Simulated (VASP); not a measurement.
# BaHfO3 (Pm-3m) in VASP: further runs

BaHfO3 is run at these levels: r2SCAN; tasks: dielectric tensor.

Program: VASP 6.6.1. These are calculated values, not measurements. Logs are shortened: lines on timing, memory, paths and dates and some standing lists are left out, and cuts for length are marked.

## (1) The cell of the first run

Symmetry: Pm-3m, No. 221, cubic system. Conventional cell: a = 4.344 Å, b = 4.344 Å, c = 4.344 Å, α = 90.00°, β = 90.00°, γ = 90.00°. Ba (site symmetry m-3m) has 12 O at 3.07 Å and 8 Hf at 3.76 Å within 4.0 Å. Within 2.9 Å of Hf (site symmetry m-3m) lie 6 O at 2.17 Å. O (site symmetry 4/mmm) has 2 Hf at 2.17 Å within 2.9 Å.

## (2) Dielectric tensor, r2SCAN (strain +4.0%)

INCAR reads:

```
PREC = Accurate ; ENCUT = 520
EDIFF = 1E-8 ; ISMEAR = 0
SIGMA = 0.01 ; LREAL = False
LASPH = True ; NELM = 100
ALGO = Normal ; ISIF = 2
LWAVE = False ; LCHARG = False
METAGGA = R2SCAN ; LMIXTAU = True
LCALCEPS = True
```

KPOINTS reads:

```
regular mesh
0
Gamma
  6 6 6
```

POSCAR reads:

```
BaHfO3
1.0
    4.3441411217      0.0000000000      0.0000000000
    0.0000000000      4.3441411217      0.0000000000
    0.0000000000      0.0000000000      4.3441411217
Ba Hf O
1 1 3
Direct
    0.0000000000      0.0000000000      0.0000000000
    0.5000000000      0.5000000000      0.5000000000
    0.5000000000      0.5000000000      0.0000000000
    0.5000000000      0.0000000000      0.5000000000
    0.0000000000      0.5000000000      0.5000000000
```

Potentials or basis: VASP PAW PBE potentials, release 64 (Ba_sv, Hf_pv, O).

On the command line:

```
cat potpaw_PBE.64/Ba_sv/POTCAR potpaw_PBE.64/Hf_pv/POTCAR potpaw_PBE.64/O/POTCAR > POTCAR
mpirun -np 1 vasp_std > vasp.out
```

OUTCAR:

```text
PREC = Accurate
   ENCUT = 520
   EDIFF = 1E-8
   ISMEAR = 0
   LREAL = False
   LASPH = True
   NELM = 100
   ISIF = 2
   METAGGA = R2SCAN

 ion  position               nearest neighbor table
   1  0.000  0.000  0.000-   3 3.07   4 3.07   5 3.07   4 3.07   5 3.07   3 3.07   5 3.07   5 3.07
                             3 3.07   4 3.07   4 3.07   3 3.07   2 3.76   2 3.76   2 3.76   2 3.76
   2  0.500  0.500  0.500-   3 2.17   4 2.17   5 2.17   3 2.17   4 2.17   5 2.17   1 3.76   1 3.76
                             1 3.76   1 3.76   1 3.76   1 3.76   1 3.76   1 3.76
   3  0.500  0.500  0.000-   2 2.17   2 2.17   1 3.07   1 3.07   1 3.07   1 3.07
   4  0.500  0.000  0.500-   2 2.17   2 2.17   1 3.07   1 3.07   1 3.07   1 3.07
   5  0.000  0.500  0.500-   2 2.17   2 2.17   1 3.07   1 3.07   1 3.07   1 3.07

  LATTYP: Found a simple cubic cell.
 ALAT       =     4.3441411217

  Lattice vectors:

 A1 = (   4.3441411217,   0.0000000000,   0.0000000000)
 A2 = (   0.0000000000,   4.3441411217,   0.0000000000)
 A3 = (   0.0000000000,   0.0000000000,   4.3441411217)

Analysis of symmetry for initial positions (statically):
=====================================================================
 Subroutine PRICEL returns:
 Original cell was already a primitive cell.

 Routine SETGRP: Setting up the symmetry group for a
 simple cubic supercell.

 Subroutine GETGRP returns: Found 48 space group operations
 (whereof 48 operations were pure point group operations)
 out of a pool of 48 trial point group operations.

The static configuration has the point symmetry O_h .

Analysis of symmetry for dynamics (positions and initial velocities):
=====================================================================
 Subroutine PRICEL returns:
 Original cell was already a primitive cell.

 Routine SETGRP: Setting up the symmetry group for a
 simple cubic supercell.

 Subroutine GETGRP returns: Found 48 space group operations
 (whereof 48 operations were pure point group operations)
 out of a pool of 48 trial point group operations.

The dynamic configuration has the point symmetry O_h .

 Subroutine INISYM returns: Found 48 space group operations
 (whereof 48 operations are pure point group operations),
 and found     1 'primitive' translations

----------------------------------------------------------------------------------------

                                     Primitive cell

  volume of cell :      81.9807
[... 149 lines left out ...]
  band No.  band energies     occupation
      1     -28.9961      2.00000
      2     -28.9961      2.00000
      3     -28.9961      2.00000
      4     -24.8615      2.00000
      5     -15.8880      2.00000
      6     -15.4017      2.00000
[... 613 lines left out ...]
     22   10000.0000      0.00000
     23   10000.0000      0.00000

 [... further k-points ...]

------------------------ aborting loop because EDIFF is reached ----------------------------------------

            Ionic dipole moment: p[ion]=(   -47.78555   -47.78555   -47.78555 ) |e| Angst

 Total electronic dipole moment: p[elc]=(     4.34414    -4.34414     4.35902 ) |e| Angst

 MACROSCOPIC STATIC DIELECTRIC TENSOR (including local field effects)
 ------------------------------------------------------
           4.284470     0.000000    -0.000000
           0.000000     4.284470     0.000000
          -0.000000     0.000000     4.284470
 ------------------------------------------------------

 PIEZOELECTRIC TENSOR (including local field effects) (e Angst)
          XX          YY          ZZ          XY          YZ          ZX
  --------------------------------------------------------------------------------
  x     0.00000     0.00000     0.00000     0.00000     0.00000     0.00000
  y     0.00000     0.00000     0.00000     0.00000     0.00000     0.00000
  z     0.00000     0.00000     0.00000     0.00000     0.00000     0.00000

 PIEZOELECTRIC TENSOR (including local field effects) (C/m^2)
          XX          YY          ZZ          XY          YZ          ZX
  --------------------------------------------------------------------------------
  x     0.00000     0.00000     0.00000     0.00000     0.00000     0.00000
  y     0.00000     0.00000     0.00000     0.00000     0.00000     0.00000
  z     0.00000     0.00000     0.00000     0.00000     0.00000     0.00000

 BORN EFFECTIVE CHARGES (including local field effects) (in |e|, cummulative output)
 ---------------------------------------------------------------------------------
 ion    1
    1     2.63684    -0.00000    -0.00000
    2    -0.00000     2.63684     0.00000
    3    -0.00000    -0.00000     2.63684
 ion    2
    1     5.72357     0.00000    -0.00000
    2     0.00000     5.72357     0.00000
    3    -0.00000     0.00000     5.72357
 ion    3
    1    -1.92087    -0.00000     0.00000
    2     0.00000    -1.92087     0.00000
    3    -0.00000     0.00000    -4.51867
 ion    4
    1    -1.92087     0.00000     0.00000
    2     0.00000    -4.51867    -0.00000
    3    -0.00000     0.00000    -1.92087
 ion    5
    1    -4.51867    -0.00000    -0.00000
    2     0.00000    -1.92087     0.00000
    3    -0.00000     0.00000    -1.92087

  FORCE on cell =-STRESS in cart. coord.  units (eV):
  Direction    XX          YY          ZZ          XY          YZ          ZX
  --------------------------------------------------------------------------------------
  -------------------------------------------------------------------------------------
  Total       -8.3345641     -8.3345641     -8.3345641      0.0000000     -0.0000000      0.0000000
  in kB     -162.8852275   -162.8852275   -162.8852275      0.0000000     -0.0000000      0.0000000
  external PRESSURE =    -162.8852275 kB  Pullay stress =       0.0000000 kB

 VOLUME and BASIS-vectors are now :
 -----------------------------------------------------------------------------
  energy-cutoff  :      520.00
  volume of cell :       81.98
      direct lattice vectors                 reciprocal lattice vectors
     4.344141122  0.000000000  0.000000000     0.230195100  0.000000000  0.000000000
     0.000000000  4.344141122  0.000000000     0.000000000  0.230195100  0.000000000
     0.000000000  0.000000000  4.344141122     0.000000000  0.000000000  0.230195100

 POSITION                                       TOTAL-FORCE (eV/Angst)
 -----------------------------------------------------------------------------------
      0.00000      0.00000      0.00000         0.000000      0.000000      0.000000
      2.17207      2.17207      2.17207         0.000000      0.000000      0.000000
      2.17207      2.17207      0.00000         0.000000      0.000000      0.000000
      2.17207      0.00000      2.17207         0.000000      0.000000      0.000000
      0.00000      2.17207      2.17207         0.000000      0.000000      0.000000
 -----------------------------------------------------------------------------------
    total drift:                                0.000000     -0.000000     -0.000000

  FREE ENERGIE OF THE ION-ELECTRON SYSTEM (eV)
  ---------------------------------------------------
  free  energy   TOTEN  =      -107.5279030414 eV

  energy  without entropy=     -107.5279030414  energy(sigma->0) =     -107.52790304
```

It took 27 min on 1 thread of Intel Xeon Platinum 8488C (Sapphire Rapids), shared host; peak memory 0.47 GiB.

Results:

| Quantity | Value |
| --- | --- |
| Band gap on the k mesh | 3.82 eV (least direct gap 4.15 eV) |
| Electronic dielectric tensor (diagonal) | 4.28 |
| Born charges (mean of the diagonal) | Ba +2.64; Hf +5.72; O -2.79 e |

Levels at points of the mesh, in eV from the valence-band top:
```csv
k point,band 17,band 18,band 19,band 20,band 21,band 22
"(0.00, 0.00, 0.00)",-0.33,-0.33,-0.33,3.82,3.82,3.82
"(0.50, 0.00, 0.00)",-1.40,-0.64,-0.64,4.25,6.06,6.06
"(0.50, 0.50, 0.00)",-0.93,-0.93,-0.06,5.99,5.99,6.50
"(0.50, 0.50, 0.50)",0.00,0.00,0.00,6.19,6.19,6.19
```

Electronic dielectric tensor:
```
4.28 0.00 0.00
0.00 4.28 0.00
0.00 0.00 4.28
```

Born effective charge tensors (e):
atom 1, Ba
```
2.64 0.00 0.00
0.00 2.64 0.00
0.00 0.00 2.64
```
atom 2, Hf
```
5.72 0.00 0.00
0.00 5.72 0.00
0.00 0.00 5.72
```
atom 3, O
```
-1.92  0.00  0.00
 0.00 -1.92  0.00
 0.00  0.00 -4.52
```
atom 4, O
```
-1.92  0.00  0.00
 0.00 -4.52  0.00
 0.00  0.00 -1.92
```
atom 5, O
```
-4.52  0.00  0.00
 0.00 -1.92  0.00
 0.00  0.00 -1.92
```

Dipole moments of the cell (e·Å, modulo the quantum): ionic -47.786, -47.786, -47.786; electronic 4.344, -4.344, 4.359

Caveat: the cell differs from its parent crystal (strain +4.0%); the PAW data sets were made with another functional, which shifts forces and pressure a little; spin-orbit coupling is left out, which moves the levels of the heavy elements.

## (3) Dielectric tensor, r2SCAN (strain +1.0%)

INCAR reads:

```
PREC = Accurate ; ENCUT = 520
EDIFF = 1E-8 ; ISMEAR = 0
SIGMA = 0.01 ; LREAL = F
LASPH = T ; NELM = 60
ALGO = Normal ; ISIF = 2
LWAVE = F ; LCHARG = F
METAGGA = R2SCAN ; LMIXTAU = T
LCALCEPS = T
```

KPOINTS reads:

```
Automatic mesh
0
Gamma
  6 6 6
```

POSCAR, as its differences from that of step 2:

```diff
@@ -2,5 +2,5 @@
 1.0
-    4.3441411217      0.0000000000      0.0000000000
-    0.0000000000      4.3441411217      0.0000000000
-    0.0000000000      0.0000000000      4.3441411217
+    4.2188293586      0.0000000000      0.0000000000
+    0.0000000000      4.2188293586      0.0000000000
+    0.0000000000      0.0000000000      4.2188293586
 Ba Hf O
```

Potentials or basis: VASP PAW PBE potentials, release 64 (Ba_sv, Hf_pv, O).

On the command line:

```
cat potpaw_PBE.64/Ba_sv/POTCAR potpaw_PBE.64/Hf_pv/POTCAR potpaw_PBE.64/O/POTCAR > POTCAR
mpirun -np 1 vasp_std > vasp.out
```

OUTCAR:

```text
PREC = Accurate
   ENCUT = 520
   EDIFF = 1E-8
   ISMEAR = 0
   LREAL = F
   LASPH = T
   NELM = 60
   ISIF = 2
   METAGGA = R2SCAN

 ion  position               nearest neighbor table
   1  0.000  0.000  0.000-   3 2.98   4 2.98   5 2.98   4 2.98   5 2.98   3 2.98   5 2.98   5 2.98
                             3 2.98   4 2.98   4 2.98   3 2.98   2 3.65   2 3.65   2 3.65   2 3.65
   2  0.500  0.500  0.500-   3 2.11   4 2.11   5 2.11   3 2.11   4 2.11   5 2.11   1 3.65   1 3.65
                             1 3.65   1 3.65   1 3.65   1 3.65   1 3.65   1 3.65
   3  0.500  0.500  0.000-   2 2.11   2 2.11   1 2.98   1 2.98   1 2.98   1 2.98
   4  0.500  0.000  0.500-   2 2.11   2 2.11   1 2.98   1 2.98   1 2.98   1 2.98
   5  0.000  0.500  0.500-   2 2.11   2 2.11   1 2.98   1 2.98   1 2.98   1 2.98

  LATTYP: Found a simple cubic cell.
 ALAT       =     4.2188293586

  Lattice vectors:

 A1 = (   4.2188293586,   0.0000000000,   0.0000000000)
 A2 = (   0.0000000000,   4.2188293586,   0.0000000000)
 A3 = (   0.0000000000,   0.0000000000,   4.2188293586)

Analysis of symmetry for initial positions (statically):
=====================================================================
 Subroutine PRICEL returns:
 Original cell was already a primitive cell.

 Routine SETGRP: Setting up the symmetry group for a
 simple cubic supercell.

 Subroutine GETGRP returns: Found 48 space group operations
 (whereof 48 operations were pure point group operations)
 out of a pool of 48 trial point group operations.

The static configuration has the point symmetry O_h .

Analysis of symmetry for dynamics (positions and initial velocities):
=====================================================================
 Subroutine PRICEL returns:
 Original cell was already a primitive cell.
[... 802 lines left out ...]
           4.294751    -0.000000    -0.000000
          -0.000000     4.294751     0.000000
           0.000000     0.000000     4.294751
 ------------------------------------------------------

 PIEZOELECTRIC TENSOR (including local field effects) (e Angst)
          XX          YY          ZZ          XY          YZ          ZX
  --------------------------------------------------------------------------------
  x     0.00000     0.00000     0.00000     0.00000     0.00000     0.00000
  y     0.00000     0.00000     0.00000     0.00000     0.00000     0.00000
  z     0.00000     0.00000     0.00000     0.00000     0.00000     0.00000

 PIEZOELECTRIC TENSOR (including local field effects) (C/m^2)
          XX          YY          ZZ          XY          YZ          ZX
  --------------------------------------------------------------------------------
  x     0.00000     0.00000     0.00000     0.00000     0.00000     0.00000
  y     0.00000     0.00000     0.00000     0.00000     0.00000     0.00000
  z     0.00000     0.00000     0.00000     0.00000     0.00000     0.00000

 BORN EFFECTIVE CHARGES (including local field effects) (in |e|, cummulative output)
 ---------------------------------------------------------------------------------
 ion    1
    1     2.67443     0.00000     0.00000
    2     0.00000     2.67443     0.00000
    3    -0.00000    -0.00000     2.67443
 ion    2
    1     5.72332     0.00000    -0.00000
    2    -0.00000     5.72332    -0.00000
    3     0.00000    -0.00000     5.72332
 ion    3
    1    -1.96243     0.00000    -0.00000
    2     0.00000    -1.96243    -0.00000
    3     0.00000    -0.00000    -4.47291
 ion    4
    1    -1.96243    -0.00000     0.00000
    2     0.00000    -4.47291    -0.00000
    3     0.00000     0.00000    -1.96243
 ion    5
    1    -4.47291     0.00000     0.00000
    2    -0.00000    -1.96243    -0.00000
    3     0.00000    -0.00000    -1.96243

  FORCE on cell =-STRESS in cart. coord.  units (eV):
  Direction    XX          YY          ZZ          XY          YZ          ZX
  --------------------------------------------------------------------------------------
  -------------------------------------------------------------------------------------
  Total       -2.5981668     -2.5981668     -2.5981668     -0.0000000     -0.0000000      0.0000000
  in kB      -55.4372570    -55.4372570    -55.4372570     -0.0000000     -0.0000000      0.0000000
  external PRESSURE =     -55.4372570 kB  Pullay stress =       0.0000000 kB

 VOLUME and BASIS-vectors are now :
 -----------------------------------------------------------------------------
  energy-cutoff  :      520.00
  volume of cell :       75.09
      direct lattice vectors                 reciprocal lattice vectors
     4.218829359  0.000000000  0.000000000     0.237032578  0.000000000  0.000000000
     0.000000000  4.218829359  0.000000000     0.000000000  0.237032578  0.000000000
     0.000000000  0.000000000  4.218829359     0.000000000  0.000000000  0.237032578

 POSITION                                       TOTAL-FORCE (eV/Angst)
 -----------------------------------------------------------------------------------
      0.00000      0.00000      0.00000         0.000000      0.000000      0.000000
      2.10941      2.10941      2.10941         0.000000      0.000000      0.000000
      2.10941      2.10941      0.00000         0.000000      0.000000      0.000000
      2.10941      0.00000      2.10941         0.000000      0.000000      0.000000
      0.00000      2.10941      2.10941         0.000000      0.000000      0.000000
 -----------------------------------------------------------------------------------
    total drift:                                0.000000     -0.000000     -0.000000

  FREE ENERGIE OF THE ION-ELECTRON SYSTEM (eV)
  ---------------------------------------------------
  free  energy   TOTEN  =      -108.0088234084 eV

  energy  without entropy=     -108.0088234084  energy(sigma->0) =     -108.00882341
```

Wall time 46 min (1 thread of Intel Xeon 8259CL, shared host); peak memory 0.44 GiB.

Results:

| Item | Value |
| --- | --- |
| Band gap on the k mesh | 4.04 eV (least direct gap 4.31 eV) |
| Electronic dielectric tensor (diagonal) | 4.29 |
| Born charges (mean of the diagonal) | Ba +2.67; Hf +5.72; O -2.80 e |

Levels at points of the mesh, in eV from the valence-band top:
| k point | band 16 | band 17 | band 18 | band 19 | band 20 | band 21 | band 22 | band 23 |
| --- | --- | --- | --- | --- | --- | --- | --- | --- |
| (0.00, 0.00, 0.00) | -0.96 | -0.27 | -0.27 | -0.27 | 4.04 | 4.04 | 4.04 | 5.17 |
| (0.50, 0.00, 0.00) | -1.67 | -1.61 | -0.60 | -0.60 | 4.56 | 6.66 | 6.66 | 6.92 |
| (0.50, 0.50, 0.00) | -1.16 | -0.94 | -0.94 | -0.07 | 6.57 | 6.57 | 7.05 | 7.30 |
| (0.50, 0.50, 0.50) | -2.52 | 0.00 | 0.00 | 0.00 | 6.55 | 6.55 | 6.55 | 8.08 |

Electronic dielectric tensor:
```
4.29 0.00 0.00
0.00 4.29 0.00
0.00 0.00 4.29
```

Born effective charge tensors (e):
atom 1, Ba
```
2.67 0.00 0.00
0.00 2.67 0.00
0.00 0.00 2.67
```
atom 2, Hf
```
5.72 0.00 0.00
0.00 5.72 0.00
0.00 0.00 5.72
```
atom 3, O
```
-1.96  0.00  0.00
 0.00 -1.96  0.00
 0.00  0.00 -4.47
```
atom 4, O
```
-1.96  0.00  0.00
 0.00 -4.47  0.00
 0.00  0.00 -1.96
```
atom 5, O
```
-4.47  0.00  0.00
 0.00 -1.96  0.00
 0.00  0.00 -1.96
```

Dipole moments of the cell (e·Å, modulo the quantum): ionic -46.407, -46.407, -46.407; electronic 4.219, 4.219, 4.232

Caveat: the cell differs from its parent crystal (strain +1.0%); the PAW data sets were made with another functional, which shifts forces and pressure a little; spin-orbit coupling is left out, which moves the levels of the heavy elements. A k mesh can miss the band edges.
